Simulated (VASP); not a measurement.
# CdSe (CsCl type) (Pm-3m) in VASP: a series of runs

Runs on CdSe (CsCl type). Level: PBE. Tasks: single point.

Everything below comes from runs of VASP 6.6.1. Logs are shortened: lines on timing, memory, paths and dates and some standing lists are left out, and cuts for length are marked.

### 1 The cell of the first run

Symmetry: Pm-3m, No. 221, cubic system. The conventional cell has a = 3.025 Å, b = 3.025 Å, c = 3.025 Å, α = 90.00°, β = 90.00°, γ = 90.00°. Cd (site symmetry m-3m) has 8 Se at 2.62 Å and 6 Cd at 3.03 Å within 3.5 Å. Within 3.5 Å of Se (site symmetry m-3m) lie 8 Cd at 2.62 Å and 6 Se at 3.03 Å.

### 2 Single point, PBE

INCAR reads:

```
SYSTEM = CdSe
ALGO = Normal
EDIFF = 1E-6
ENCUT = 520
GGA = PE
ISIF = 2
ISMEAR = -1
LASPH = .TRUE.
LCHARG = .FALSE.
LREAL = .FALSE.
LWAVE = .FALSE.
NBANDS = 16
NELM = 60
PREC = Accurate
SIGMA = 0.05
```

KPOINTS reads:

```
k-points
0
G
  14 14 14
  0 0 0
```

POSCAR reads:

```
CdSe
1.0
    3.0251433839      0.0000000000      0.0000000000
    0.0000000000      3.0251433839      0.0000000000
    0.0000000000      0.0000000000      3.0251433839
Cd Se
1 1
Direct
    0.0000000000      0.0000000000      0.0000000000
    0.5000000000      0.5000000000      0.5000000000
```

Potentials or basis: VASP PAW PBE potentials, release 64 (Cd, Se).

Run with:

```sh
cat potpaw_PBE.64/Cd/POTCAR potpaw_PBE.64/Se/POTCAR > POTCAR
mpirun -np 1 vasp_std > vasp.out
```

OUTCAR:

```text
SYSTEM = CdSe
   EDIFF = 1E-6
   ENCUT = 520
   GGA = PE
   ISIF = 2
   ISMEAR = -1
   LASPH = .TRUE.
   LREAL = .FALSE.
   NELM = 60
   PREC = Accurate

 ion  position               nearest neighbor table
   1  0.000  0.000  0.000-   2 2.62   2 2.62   2 2.62   2 2.62   2 2.62   2 2.62   2 2.62   2 2.62

   2  0.500  0.500  0.500-   1 2.62   1 2.62   1 2.62   1 2.62   1 2.62   1 2.62   1 2.62   1 2.62

  LATTYP: Found a simple cubic cell.
 ALAT       =     3.0251433839

  Lattice vectors:

 A1 = (   3.0251433839,   0.0000000000,   0.0000000000)
 A2 = (   0.0000000000,   3.0251433839,   0.0000000000)
 A3 = (   0.0000000000,   0.0000000000,   3.0251433839)

Analysis of symmetry for initial positions (statically):
=====================================================================
 Subroutine PRICEL returns:
 Original cell was already a primitive cell.

 Routine SETGRP: Setting up the symmetry group for a
 simple cubic supercell.

 Subroutine GETGRP returns: Found 48 space group operations
 (whereof 48 operations were pure point group operations)
 out of a pool of 48 trial point group operations.

The static configuration has the point symmetry O_h .

Analysis of symmetry for dynamics (positions and initial velocities):
=====================================================================
 Subroutine PRICEL returns:
 Original cell was already a primitive cell.

 Routine SETGRP: Setting up the symmetry group for a
 simple cubic supercell.

 Subroutine GETGRP returns: Found 48 space group operations
 (whereof 48 operations were pure point group operations)
 out of a pool of 48 trial point group operations.

The dynamic configuration has the point symmetry O_h .

 Subroutine INISYM returns: Found 48 space group operations
 (whereof 48 operations are pure point group operations),
 and found     1 'primitive' translations

----------------------------------------------------------------------------------------

                                     Primitive cell

  volume of cell :      27.6846

  direct lattice vectors                    reciprocal lattice vectors
     3.025143384  0.000000000  0.000000000     0.330562844  0.000000000  0.000000000
     0.000000000  3.025143384  0.000000000     0.000000000  0.330562844  0.000000000
     0.000000000  0.000000000  3.025143384     0.000000000  0.000000000  0.330562844

  length of vectors
     3.025143384  3.025143384  3.025143384     0.330562844  0.330562844  0.330562844

[... 74 lines left out ...]
   ISPIN  =      1    spin polarized calculation?
   LNONCOLLINEAR =      F non collinear calculations
   LSORBIT =      F    spin-orbit coupling
   LASPH  =      T    aspherical Exc in radial PAW
   ENCUT  =  520.0 eV  38.22 Ry    6.18 a.u.   5.62  5.62  5.62*2*pi/ulx,y,z
   NELM   =     60;   NELMIN=  2; NELMDL= -5     # of ELM steps
   EDIFF  = 0.1E-05   stopping-criterion for ELM
   LREAL  =      F    real-space projection
   EDIFFG = 0.1E-04   stopping-criterion for IOM
   NSW    =      0    number of steps for IOM
   IBRION =     -1    ionic relax: 0-MD 1-quasi-New 2-CG
   NFREE  =      0    steps in history (QN), initial steepest desc. (CG)
   ISIF   =      2    stress and relaxation
   ISYM   =      2    0-nonsym 1-usesym 2-fastsym
   POTIM  = 0.5000    time-step for ionic-motion
   TEBEG  =    0.0;   TEEND  =   0.0 temperature during run
   PSTRESS=    0.0 pullay stress
   NELECT =      18.0000    total number of electrons
   NUPDOWN=      -1.0000    fix difference up-down
   EMIN   =  10.00;   EMAX   =-10.00  energy-range for DOS
   EFERMI =   0.00;   METHOD = LEGACY
   ISMEAR =    -1;   SIGMA  =   0.05  broadening in eV -4-tet -1-fermi 0-gaus
   EFERMI_NEDOS =   21; number of points for ismear=-14 and -15
   IALGO  =     38    algorithm
   IMIX   =      4    mixing-type and parameters
     AMIX     =   0.40;   BMIX     =  1.00
     AMIX_MAG =   1.60;   BMIX_MAG =  1.00
  volume/ion in A,a.u.               =      13.84        93.41
  Fermi-wavevector in a.u.,A,eV,Ry     =   1.418251  2.680105 27.367239  2.011435
  Thomas-Fermi vector in A             =   2.539396
   LORBIT       =      0    0 simple, 1 ext, 2 COOP (PROOUT), +10 PAW based schemes
   GGA     = PE    functional components
   LHFCALC =     F    Hartree Fock is set to
   AEXX    =    0.0000 exact exchange contribution
   IVDW    =     0    specifies the selected vdW correction
   LEPSILON=     F    determine dielectric tensor
   LRPA    =     F    only Hartree local field effects (RPA)
 non-spin polarized calculation
  energy-cutoff  :      520.00
  volume of cell :       27.68
 maximum number of plane-waves:       768
 NGX is ok and might be reduce to    24
   NGX = 11   NGY = 11   NGZ = 11

 number of electron      17.9999996 magnetization

 Free energy of the ion-electron system (eV)
  ---------------------------------------------------
  ext. energy  EPLUGINS =         0.00000000
  ---------------------------------------------------
  free energy    TOTEN  =        -1.14271539 eV

  energy without entropy =       -1.13116154  energy(sigma->0) =       -1.13693846

 E-fermi :   8.9522     XC(G=0): -12.9672

 val. band max:        8.9440682963   @ k =   0.4286   0.0714   0.0714
 cond. band min:       8.9551292739   @ k =   0.2857   0.2857   0.0000
 fundamental gap:      0.0110609775
 Fermi energy:         8.9522267239

 k-point     1 :       0.0000    0.0000    0.0000
  band No.  band energies     occupation
      1      -9.0890      2.00000
      2      -1.9352      2.00000
      3      -1.9352      2.00000
      4      -0.5601      2.00000
      5      -0.5601      2.00000
      6      -0.5601      2.00000
[... 433 lines left out ...]
      3      -1.4423      2.00000
      4      -1.1087      2.00000
      5      -1.0991      2.00000
      6      -0.7268      2.00000
[... 8 lines left out ...]
     15      23.0706      0.00000
     16      23.8724      0.00000

 [... further k-points ...]
[... 5 lines left out ...]
  --------------------------------------------------------------------------------------
  -------------------------------------------------------------------------------------
  Total       16.0382630     16.0382630     16.0382630     -0.0000000     -0.0000000      0.0000000
  in kB      928.1753285    928.1753285    928.1753285     -0.0000000     -0.0000000      0.0000000
  external PRESSURE =     928.1753285 kB  Pullay stress =       0.0000000 kB

 VOLUME and BASIS-vectors are now :
 -----------------------------------------------------------------------------
  energy-cutoff  :      520.00
  volume of cell :       27.68
      direct lattice vectors                 reciprocal lattice vectors
     3.025143384  0.000000000  0.000000000     0.330562844  0.000000000  0.000000000
     0.000000000  3.025143384  0.000000000     0.000000000  0.330562844  0.000000000
     0.000000000  0.000000000  3.025143384     0.000000000  0.000000000  0.330562844

 POSITION                                       TOTAL-FORCE (eV/Angst)
 -----------------------------------------------------------------------------------
      0.00000      0.00000      0.00000         0.000000      0.000000      0.000000
      1.51257      1.51257      1.51257         0.000000      0.000000      0.000000
 -----------------------------------------------------------------------------------
    total drift:                                0.000000      0.000000      0.000000

  FREE ENERGIE OF THE ION-ELECTRON SYSTEM (eV)
  ---------------------------------------------------
  free  energy   TOTEN  =        -1.1427153874 eV

  energy  without entropy=       -1.1311615367  energy(sigma->0) =       -1.13693846
```

OSZICAR:

```text
N       E                     dE             d eps       ncg     rms          rms(c)
DAV:   1     0.113083456518E+03    0.11308E+03   -0.98820E+03  4080   0.114E+03
DAV:   2     0.128968664075E+01   -0.11179E+03   -0.10542E+03  4712   0.273E+02
DAV:   3    -0.158050240601E+01   -0.28702E+01   -0.28613E+01  4480   0.448E+01
DAV:   4    -0.158535523242E+01   -0.48528E-02   -0.48527E-02  4984   0.195E+00
DAV:   5    -0.158536531626E+01   -0.10084E-04   -0.10084E-04  4560   0.841E-02    0.165E+01
DAV:   6    -0.117008844736E+01    0.41528E+00   -0.62838E-01  5016   0.134E+01    0.121E+01
DAV:   7    -0.114553960925E+01    0.24549E-01   -0.14253E-01  4640   0.298E+00    0.401E+00
DAV:   8    -0.114313262401E+01    0.24070E-02   -0.11232E-02  4272   0.151E+00    0.335E-01
DAV:   9    -0.114271388848E+01    0.41874E-03   -0.16434E-03  4896   0.590E-01    0.281E-02
DAV:  10    -0.114271228381E+01    0.16047E-05   -0.52241E-05  4384   0.982E-02    0.184E-02
DAV:  11    -0.114271525218E+01   -0.29684E-05   -0.58770E-06  4672   0.238E-02    0.988E-03
DAV:  12    -0.114271538736E+01   -0.13517E-06   -0.25538E-07  2488   0.925E-03
   1 F= -.11427154E+01 E0= -.11369385E+01  d E =-.115539E-01
```

It took 23 s on 1 thread of AMD EPYC 9R45 (Zen 5), shared host; peak memory 0.15 GiB.

What came out:

* Free energy: -1.1427 eV
* Pressure: 92.8 GPa
* Band gap on the k mesh: zero (band 9 reaches 9.64 eV, above the bottom of band 10 at 7.45 eV)

### 3 Single point, PBE

INCAR reads:

```
PREC = Accurate
ENCUT = 520
EDIFF = 1E-7
ISMEAR = -1
SIGMA = 0.05
LREAL = F
LASPH = T
NELM = 80
ALGO = Normal
ISIF = 2
LWAVE = F
LCHARG = F
GGA = PE
NBANDS = 16
```

KPOINTS reads:

```
regular mesh
0
Gamma
  14 14 14
```

POSCAR is that of step 2.

Potentials or basis: VASP PAW PBE potentials, release 64 (Cd, Se).

Run with:

```sh
cat potpaw_PBE.64/Cd/POTCAR potpaw_PBE.64/Se/POTCAR > POTCAR
mpirun -np 1 vasp_std > vasp.out
```

It took 27 s on 1 thread of AMD EPYC 9R45 (Zen 5), shared host; peak memory 0.15 GiB.

Results (log left out):

| Property | Result |
| --- | --- |
| Free energy | -1.1427 eV |
| Pressure | 92.8 GPa |
| Band gap on the k mesh | zero (band 9 reaches 9.64 eV, above the bottom of band 10 at 7.45 eV) |

Levels at points of the mesh, in eV from the Fermi level:
```
           k point  band 7  band 8  band 9  band 10  band 11  band 12
(0.00, 0.00, 0.00)   -2.36   -2.36   -2.36     0.87     5.76     5.76
(0.50, 0.00, 0.00)   -7.95    0.69    0.69     4.29     5.61     7.05
(0.50, 0.50, 0.00)   -8.02   -8.02   -2.24     0.39     9.21     9.21
(0.50, 0.50, 0.50)   -2.76   -2.76   -2.76    -0.37    -0.37    -0.37
```
